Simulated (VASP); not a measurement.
The system is In2GaP3.

```
In Ga P
1.0
     4.12870    0.05231   -0.03404
     0.09061    7.06909    0.02106
    -0.08370    0.02990    9.91499
In Ga P
4 2 6
Direct
  0.48904 0.49886 0.00051
  0.00630 0.00813 0.99145
  0.49298 0.15436 0.33777
  0.00166 0.66268 0.33547
  0.01418 0.34736 0.65842
  0.50454 0.83010 0.66600
  0.00152 0.99957 0.74290
  0.51610 0.51088 0.72903
  0.98475 0.33519 0.43129
  0.49781 0.82894 0.43172
  0.49728 0.16096 0.08677
  0.99384 0.66298 0.08867
```

```yaml
Program: VASP 6.6.1
Task: relaxation of cell and atoms
Functional: PBE
Potentials_or_basis: VASP PAW PBE potentials, release 64 (In_d, Ga_d, P)
Cutoff: 600 eV
k_mesh: 4 × 2 × 2
Occupations: gaussian, width 0.1 eV
Spin: no spin polarisation
```

At the start: pressure 1.8 GPa; volume 24.11 Å³/atom.

**Question.** How do energy, volume and symmetry change on relaxing?

**Answer.** Over 18 steps the energy falls by 33.6 meV/atom and the volume is 24.57 Å³/atom (+1.9 %); space group P1 (No. 1, to 0.1 Å) before, P3m1 (No. 156, to 0.1 Å).

Step by step:
| step | energy change (eV) | largest force (eV/Å) | pressure (GPa) | volume (Å³) |
| --- | --- | --- | --- | --- |
| 1 | 0.0000 | 1.2670 | 1.79 | 289.31 |
| 2 | -0.2927 | 0.5596 | -1.15 | 300.64 |
| 3 | -0.3021 | 0.6460 | -0.78 | 298.80 |
| 4 | -0.3767 | 0.2547 | -0.16 | 295.49 |
| 5 | -0.3834 | 0.2187 | 0.13 | 294.18 |
| 6 | -0.3910 | 0.1247 | -0.02 | 294.76 |
| 7 | -0.3929 | 0.1104 | -0.10 | 295.19 |
| 8 | -0.3955 | 0.0788 | 0.02 | 294.58 |
| 9 | -0.3956 | 0.0825 | 0.06 | 294.45 |
| 10 | -0.3979 | 0.0551 | 0.04 | 294.51 |
| 11 | -0.3996 | 0.0547 | 0.01 | 294.61 |
| 12 | -0.3987 | 0.1238 | -0.03 | 294.79 |
| 13 | -0.4000 | 0.0729 | 0.00 | 294.67 |
| 14 | -0.4019 | 0.0439 | -0.02 | 294.76 |
| 15 | -0.4027 | 0.0483 | -0.04 | 294.85 |
| 16 | -0.4031 | 0.0401 | 0.08 | 294.36 |
| 17 | -0.4032 | 0.0311 | 0.04 | 294.51 |
| 18 | -0.4035 | 0.0245 | -0.03 | 294.85 |

Final structure:
```cif
data_structure
_symmetry_space_group_name_H-M 'P 1'
_symmetry_Int_Tables_number 1
_cell_length_a 4.1268
_cell_length_b 7.0942
_cell_length_c 10.0714
_cell_angle_alpha 90.232
_cell_angle_beta 90.040
_cell_angle_gamma 89.970
_cell_volume 294.85
loop_
_atom_site_label
_atom_site_type_symbol
_atom_site_fract_x
_atom_site_fract_y
_atom_site_fract_z
_atom_site_occupancy
In1 In 0.49905 0.50026 0.99323 1
In2 In 0.99949 0.00016 0.99325 1
In3 In 0.49897 0.16631 0.33926 1
In4 In 0.99904 0.66558 0.33915 1
Ga1 Ga 0.00044 0.33368 0.66638 1
Ga2 Ga 0.50304 0.83403 0.66538 1
P1 P 0.00272 0.00081 0.73722 1
P2 P 0.50057 0.50102 0.73708 1
P3 P 0.99889 0.33248 0.43014 1
P4 P 0.49907 0.83243 0.42938 1
P5 P 0.49976 0.16691 0.08478 1
P6 P 0.99896 0.66634 0.08475 1
```

Caveat: the k points lie up to 0.44 Å⁻¹ apart in the final cell; semilocal functionals underestimate gaps, and a narrow one can read as zero; spin-orbit coupling is left out, which moves the levels of the heavy elements.
